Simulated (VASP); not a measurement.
Here is a VASP 6.6.1 calculation.

The input INCAR:

```
SYSTEM = Nb
AGGAC = 1.0
AGGAX = 1.0
ALDAC = 0.0
ALDAX = 1.0
ALGO = Normal
EDIFF = 1E-6
ENCUT = 520
GGA = B5
ISIF = 2
ISMEAR = -1
LASPH = .TRUE.
LCHARG = .FALSE.
LREAL = .FALSE.
LWAVE = .FALSE.
NBANDS = 12
NELM = 80
PREC = Accurate
SIGMA = 0.1
```

File KPOINTS:

```
k-points
0
G
  22 22 22
  0 0 0
```

Contents of POSCAR:

```
Nb
1.0
   -1.6531229255      1.6531229255      1.6531229255
    1.6531229255     -1.6531229255      1.6531229255
    1.6531229255      1.6531229255     -1.6531229255
Nb
1
Direct
    0.0000000000      0.0000000000      0.0000000000
```

Potentials or basis: VASP PAW PBE potentials, release 64 (Nb_sv).

Command:

```bash
$ cat potpaw_PBE.64/Nb_sv/POTCAR > POTCAR
$ mpirun -np 1 vasp_std > vasp.out
```

Task: What does it give for the pressure?

Result: 7.1 GPa.

Caveat: the PAW data sets were made with another functional, which shifts forces and pressure a little.
